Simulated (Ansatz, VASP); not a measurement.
CdGa2O3 in VASP and in Ansatz

INCAR

```
SYSTEM = CdGa2O3
PREC = Accurate
ENCUT = 600
EDIFF = 1E-6
ISMEAR = 0
SIGMA = 0.1
LREAL = .FALSE.
LASPH = .TRUE.
NELM = 100
ALGO = Normal
ISIF = 3
LWAVE = .FALSE.
LCHARG = .FALSE.
GGA = PE
IBRION = 2
NSW = 90
EDIFFG = -0.04
```

The input KPOINTS:

```
regular mesh
0
G
  6 6 4
  0 0 0
```

The input POSCAR:

```
CdGa2O3
1.0
    3.3444313800      0.0000000000      0.0000000000
    0.0000000000      3.3444313800      0.0000000000
    0.0000000000      0.0000000000      7.3297590600
Cd Ga O
1 2 3
Direct
    0.0000000000      0.0000000000      0.0000000000
    0.0000000000      0.5000000000      0.7340000300
    0.5000000000      0.0000000000      0.2659999700
    0.5000000000      0.5000000000      0.0000000000
    0.0000000000      0.5000000000      0.3820000000
    0.5000000000      0.0000000000      0.6180000000
```

Input for Ansatz:

```yaml
crystal:
  lattice:
    - [3.34443138, 0.0, 0.0]
    - [0.0, 3.34443138, 0.0]
    - [0.0, 0.0, 7.32975906]
  atoms:
    - { symbol: Cd, position: [0.0, 0.0, 0.0] }
    - { symbol: Ga, position: [0.0, 0.5, 0.73400003] }
    - { symbol: Ga, position: [0.5, 0.0, 0.26599997] }
    - { symbol: O, position: [0.5, 0.5, 0.0] }
    - { symbol: O, position: [0.0, 0.5, 0.382] }
    - { symbol: O, position: [0.5, 0.0, 0.618] }
basis:
  ecutwfc: 420
kpoints:
  mp_grid: { grid: [6, 6, 4] }
hamiltonian:
  xc: pbe
scf:
  occupations: { method: gaussian, width: 0.1 }
  lower_state_search: "off"
output:
  forces: true
  stress: true
  eigenvalues: true
relax:
  adjacent_minimum: "off"
  f_tol: 0.04
  max_steps: 70
  cell: { stress_tol: 0.4 }
```

Change from the starting cell: species swapped into the Hf2CuSb3 type (P-4m2, No. 115).

Alike in both runs: task relaxation of cell and atoms; functional PBE; k mesh 6 × 6 × 4; occupations gaussian, width 0.1 eV; no spin polarisation.

```csv
,VASP,Ansatz
version,VASP 6.6.1,Ansatz 0.2.0
potentials or method,"VASP PAW PBE potentials, release 64 (Cd, Ga_d, O), cutoff 600 eV","scalar-relativistic, plane waves, PAW"
valence electrons in the cell,56,64
```

Ansatz gave:

```
gap on the k mesh at the Fermi level, each at its own relaxed structure (eV) : none
relaxed volume (Å³/atom)                                                     : 13.88
relaxed cell length with the largest relative difference (Å)                 : 8.334
```

**Question.** What did VASP give for the same quantities?

**Answer.** gap on the k mesh at the Fermi level, each at its own relaxed structure (eV): none; relaxed volume (Å³/atom): 14.00; relaxed cell length with the largest relative difference (Å): 8.371.

A gap of «none» marks a metal or a gap that the smearing closes. VASP's potentials hold 56 valence electrons a cell and Ansatz's 64, so a difference there can come from the potentials and not from the codes.
